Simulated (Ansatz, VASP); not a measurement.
Given: the input of a run of VASP 6.6.1 on Si.

Contents of POSCAR:

```
Si
1.0
    0.0000000000      2.7218511865      2.7218511865
    2.7218511865      0.0000000000      2.7218511865
    2.7218511865      2.7218511865      0.0000000000
Si
2
Direct
    0.5000000000      0.5000000000      0.5000000000
    0.7500000000      0.7500000000      0.7500000000
```

Contents of INCAR.step1:

```
SYSTEM = Si
PREC = Accurate
ENCUT = 520
EDIFF = 1E-5
ISMEAR = -1
SIGMA = 0.05
LREAL = .FALSE.
LASPH = .TRUE.
NELM = 60
ALGO = Normal
ISIF = 2
LWAVE = .TRUE.
LCHARG = .FALSE.
GGA = PE
NBANDS = 11
```

The input INCAR.step2:

```
SYSTEM = Si
PREC = Accurate
ENCUT = 520
EDIFF = 1E-7
ISMEAR = -1
SIGMA = 0.05
LREAL = .FALSE.
LASPH = .TRUE.
NELM = 60
ALGO = Normal
ISIF = 2
LWAVE = .FALSE.
LCHARG = .FALSE.
GGA = PE
LHFCALC = .TRUE.
AEXX = 0.25
PRECFOCK = Normal
ISTART = 1
NBANDS = 11
```

Contents of KPOINTS:

```
regular mesh
0
G
  6 6 6
  0 0 0
```

Potentials or basis: VASP PAW PBE potentials, release 64 (Si).

Command:

```sh
$ cat potpaw_PBE.64/Si/POTCAR > POTCAR
$ cp INCAR.step1 INCAR
$ mpirun -np 1 vasp_std > vasp.out
$ cp INCAR.step2 INCAR
$ mpirun -np 1 vasp_std > vasp.out
```

Question: Set up the same calculation for Ansatz 0.2.0. Potentials there: all-electron PAW datasets made for the crystal.

Answer: As run (the cutoff follows the program's own potentials):

input.yaml

```yaml
crystal:
  lattice:
    - [0.0, 2.7218511865, 2.7218511865]
    - [2.7218511865, 0.0, 2.7218511865]
    - [2.7218511865, 2.7218511865, 0.0]
  atoms:
    - { symbol: Si, position: [0.5, 0.5, 0.5] }
    - { symbol: Si, position: [0.75, 0.75, 0.75] }
kpoints:
  mp_grid: { grid: [6, 6, 6] }
scf:
  occupations: { method: fermi_dirac, width: 0.05 }
hamiltonian:
  xc: pbe0
  pseudopotentials: { kind: all_electron, datasets: crystal }
output:
  forces: true
  stress: true
```

Potentials or basis: all-electron PAW datasets made for the crystal.

Run with:

```sh
$ ansatz run input.yaml --threads 1 --pin off --max-ram 3072MiB --backend cpu --events-out ev --progress --plain --runs-dir out
```

Both were run:

|  | VASP | Ansatz | Ansatz less VASP |
| --- | --- | --- | --- |
| gap on the k mesh at the Fermi level (eV) | 1.98 | 1.95 | -0.033 |
| least direct gap on the mesh (eV) | 4.01 | 3.97 | -0.035 |
| pressure (GPa) | -0.7 | -0.4 | +0.33 |

Ansatz ran all-electron here, and VASP with PAW potentials.
